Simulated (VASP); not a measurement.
A run of VASP 6.6.1 is set up as follows.

INCAR

```
SYSTEM = Li2Se
PREC = Accurate
ENCUT = 750
EDIFF = 1E-6
ISMEAR = 0
SIGMA = 0.02
LREAL = .FALSE.
LASPH = .TRUE.
NELM = 120
ALGO = Normal
ISIF = 2
LWAVE = .FALSE.
LCHARG = .FALSE.
GGA = PE
NBANDS = 13
GGA_COMPAT = .FALSE.
```

The input KPOINTS:

```
Automatic mesh
0
G
  8 8 8
  0 0 0
```

Contents of POSCAR:

```
Li2Se
1.0
    0.0000000000      3.0613874993      3.0613874993
    3.0613874993      0.0000000000      3.0613874993
    3.0613874993      3.0613874993      0.0000000000
Li Se
2 1
Direct
    0.2500000000      0.2500000000      0.2500000000
    0.7500000000      0.7500000000      0.7500000000
    0.0000000000      0.0000000000      0.0000000000
```

Potentials or basis: VASP PAW PBE potentials, release 64 (Li_sv, Se).

Run with:

```sh
$ cat potpaw_PBE.64/Li_sv/POTCAR potpaw_PBE.64/Se/POTCAR > POTCAR
$ mpirun -np 1 vasp_std > vasp.out
```

**Question.** Estimate the pressure.

**Answer.** -1.8 GPa.

**Question.** Predict the band gap on the k mesh.

**Answer.** 3.02 eV (least direct gap 3.15 eV).

A k mesh can miss the band edges. As with any semilocal functional, this PBE gap is likely too small.
